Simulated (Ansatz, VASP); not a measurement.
**One calculation of TePb, two programs**

The input INCAR:

```
SYSTEM = TePb
PREC = Accurate
ENCUT = 600
EDIFF = 1E-6
ISMEAR = -1
SIGMA = 0.05
LREAL = .False.
LASPH = .True.
NELM = 100
ALGO = Normal
ISIF = 3
LWAVE = .False.
LCHARG = .False.
GGA = PE
IBRION = 2
NSW = 60
EDIFFG = -0.01
```

The input KPOINTS:

```
regular mesh
0
Gamma
  7 7 7
  0 0 0
```

POSCAR

```
TePb
1.0
    4.0022870000      0.0000000000      0.0000000000
    0.0000000000      4.0022870000      0.0000000000
    0.0000000000      0.0000000000      4.0022870000
Pb Te
1 1
Direct
    0.0000000000      0.0000000000      0.0000000000
    0.5000000000      0.5000000000      0.5000000000
```

input.yaml

```yaml
crystal:
  lattice:
    - [4.002287, 0.0, 0.0]
    - [0.0, 4.002287, 0.0]
    - [0.0, 0.0, 4.002287]
  atoms:
    - { symbol: Pb, position: [0.0, 0.0, 0.0] }
    - { symbol: Te, position: [0.5, 0.5, 0.5] }
hamiltonian:
  xc: pbe
  pseudopotentials: { kind: paw }
kpoints:
  mp_grid: { grid: [7, 7, 7] }
scf:
  occupations: { method: fermi_dirac, width: 0.05 }
output:
  forces: true
  stress: true
relax:
  f_tol: 0.01
  max_steps: 40
  cell: { stress_tol: 0.05 }
```

Alike in both runs: task relaxation of cell and atoms; functional PBE; k mesh 7 × 7 × 7; occupations fermi-dirac, width 0.05 eV; no spin polarisation.

```csv
,VASP,Ansatz
version,VASP 6.6.1,Ansatz 0.2.0
potentials or method,"VASP PAW PBE potentials, release 64 (Pb_d, Te)",Ansatz PAW
plane-wave cutoff (eV),600,420
valence electrons in the cell,20,30
```

|  | VASP | Ansatz | Ansatz less VASP |
| --- | --- | --- | --- |
| relaxed volume (Å³/atom) | 32.05 | 32.05 | 0.000 |
| relaxed cell length with the largest relative difference (Å) | 4.002 | 4.002 | 0.0000 |

VASP's potentials hold 20 valence electrons a cell and Ansatz's 30, so a difference there can come from the potentials and not from the codes.

Spin-orbit coupling is off throughout. Noted on VASP's run: the relaxation stopped at its first step, so nothing moved. Noted on Ansatz's run: the plane-wave basis is chosen anew once the cell has moved, so the energies of steps on either side of that aren't comparable.
